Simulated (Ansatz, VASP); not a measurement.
## Two plane-wave programs on PbS

INCAR

```
PREC = Accurate ; ENCUT = 520
EDIFF = 1E-8 ; ISMEAR = -1
SIGMA = 0.01 ; LREAL = F
LASPH = T ; NELM = 60
ALGO = Normal ; ISIF = 2
LWAVE = F ; LCHARG = F
GGA = CA ; LEFG = T
NBANDS = 17
```

The input KPOINTS:

```
Automatic mesh
0
Gamma
  8 8 8
```

The input POSCAR:

```
PbS
1.0
    0.0000000000      2.9451000715      2.9451000715
    2.9451000715      0.0000000000      2.9451000715
    2.9451000715      2.9451000715      0.0000000000
Pb S
1 1
Direct
    0.0000000000      0.0000000000      0.0000000000
    0.5000000000      0.5000000000      0.5000000000
```

Input for Ansatz:

```yaml
crystal:
  lattice:
    - [0.0, 2.9451000715, 2.9451000715]
    - [2.9451000715, 0.0, 2.9451000715]
    - [2.9451000715, 2.9451000715, 0.0]
  atoms:
    - { symbol: Pb, position: [0.0, 0.0, 0.0] }
    - { symbol: S, position: [0.5, 0.5, 0.5] }
kpoints:
  mp_grid: { grid: [8, 8, 8] }
scf:
  occupations: { method: fermi_dirac, width: 0.01 }
hamiltonian:
  xc: lda
  pseudopotentials: { kind: paw }
output:
  forces: true
  stress: true
  eigenvalues: true
  efg: { contact_densities: true }
  write_density: true
  write_potential: true
  elf: true
  volumetric_format: npy
```

Change from the starting cell: volume scaled by 0.98, PAW files.

Alike in both runs: task electric field gradients; functional LDA; k mesh 8 × 8 × 8; occupations fermi-dirac, width 0.01 eV; no spin polarisation.

|  | VASP | Ansatz |
| --- | --- | --- |
| version | VASP 6.6.1 | Ansatz 0.2.0 |
| potentials or method | VASP PAW LDA potentials, release 64 (Pb_d, S) | PAW with Ansatz's default frozen-core files, scalar-relativistic |
| plane-wave cutoff (eV) | 520 | 420 |
| valence electrons in the cell | 20 | 20 |

|  | VASP | Ansatz | Ansatz less VASP |
| --- | --- | --- | --- |
| pressure (GPa) | -1.3 | -1.4 | -0.06 |

LDA's correlation is that of Perdew and Zunger in VASP and of Perdew and Wang (1992) in Ansatz.

Neither program's run includes spin-orbit coupling.
